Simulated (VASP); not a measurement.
Write the native input for VASP 6.6.1 that does the following.

```yaml
Task: density of states
Functional: PBE
Potentials_or_basis: VASP PAW PBE potentials, release 64 (Ta_pv, N)
Cutoff: 520 eV
k_mesh: 10 × 10 × 4
Occupations: fermi-dirac, width 0.05 eV
Spin: no spin polarisation
Hubbard_terms: Ta d U = 3.0 eV
Dipole_correction: no
k_mesh_for_the_DOS: 15 × 15 × 6
Occupations_for_the_DOS: tetrahedron
Further_INCAR_settings: ALGO = Normal; EDIFF = 1e-06; NBANDS = 27
```

Ta3N:

```
Ta N
1.0
     3.03222    0.00000    0.00000
    -1.51611    2.62598    0.00000
     0.00000    0.00000    7.52414
Ta N
3 1
Direct
  0.66667 0.33333 0.82607
  0.33333 0.66667 0.17393
  0.00000 0.00000 0.50000
  0.00000 0.00000 0.00000
```

These files were run (other wordings do the same):

POSCAR

```
Ta3N
1.0
    3.0322239879      0.0000000000      0.0000000000
   -1.5161119940      2.6259830035      0.0000000000
    0.0000000000      0.0000000000      7.5241370000
Ta N
3 1
Direct
    0.6666666667      0.3333333333      0.8260700000
    0.3333333333      0.6666666667      0.1739300000
    0.0000000000      0.0000000000      0.5000000000
    0.0000000000      0.0000000000      0.0000000000
```

INCAR.step1

```
SYSTEM = Ta3N
PREC     = Accurate       ! precision mode
ENCUT    = 520            ! plane-wave cutoff, eV
EDIFF    = 1E-6           ! SCF threshold, eV
ISMEAR   = -1             ! smearing method
SIGMA    = 0.05           ! smearing width, eV
LREAL    = .False.        ! projectors in reciprocal space
LASPH    = .True.         ! aspherical terms in the spheres
NELM     = 150            ! most SCF steps
ALGO     = Normal         ! electronic algorithm
ISIF     = 2              ! what is computed and relaxed
LWAVE    = .False.        ! write WAVECAR
LCHARG   = .True.         ! write CHGCAR
LMAXMIX  = 4              ! l up to which the mixer works
LDAU     = .True.         ! DFT+U
LDAUTYPE = 2            
LDAUL    = 2 -1           ! shell
LDAUU    = 3 0            ! U, eV
LDAUJ    = 0 0          
LDAUPRINT= 1            
GGA      = PE             ! functional
NBANDS   = 27             ! bands
```

KPOINTS.step1

```
regular mesh
0
Gamma
  10 10 4
  0 0 0
```

INCAR.step2

```
SYSTEM = Ta3N
PREC     = Accurate       ! precision mode
ENCUT    = 520            ! plane-wave cutoff, eV
EDIFF    = 1E-6           ! SCF threshold, eV
ISMEAR   = -5             ! smearing method
SIGMA    = 0.05           ! smearing width, eV
LREAL    = .False.        ! projectors in reciprocal space
LASPH    = .True.         ! aspherical terms in the spheres
NELM     = 150            ! most SCF steps
ALGO     = Normal         ! electronic algorithm
ISIF     = 2              ! what is computed and relaxed
LWAVE    = .False.        ! write WAVECAR
LCHARG   = .False.        ! write CHGCAR
LMAXMIX  = 4              ! l up to which the mixer works
LDAU     = .True.         ! DFT+U
LDAUTYPE = 2            
LDAUL    = 2 -1           ! shell
LDAUU    = 3 0            ! U, eV
LDAUJ    = 0 0          
LDAUPRINT= 1            
GGA      = PE             ! functional
LORBIT   = 11             ! projections on sites
NBANDS   = 27             ! bands
NEDOS    = 1001           ! points of the DOS
ICHARG   = 11             ! starting density
```

KPOINTS.step2

```
regular mesh
0
Gamma
  15 15 6
  0 0 0
```

Potentials or basis: VASP PAW PBE potentials, release 64 (Ta_pv, N).

Run with:

```console
$ cat potpaw_PBE.64/Ta_pv/POTCAR potpaw_PBE.64/N/POTCAR > POTCAR
$ cp INCAR.step1 INCAR
$ cp KPOINTS.step1 KPOINTS
$ mpirun -np 1 vasp_std > vasp.out
$ cp INCAR.step2 INCAR
$ cp KPOINTS.step2 KPOINTS
$ mpirun -np 1 vasp_std > vasp.out
```

It gave:

* Valence electrons inside the program's atomic spheres: Ta 8.81, 8.67; N 3.79

Caveat: spin-orbit coupling is left out, which moves the levels of the heavy elements; U without spin polarisation on a metal has little footing.

Run time: 4 min on 1 thread of Intel Xeon 8259CL (shared host), peak memory 0.31 GiB.
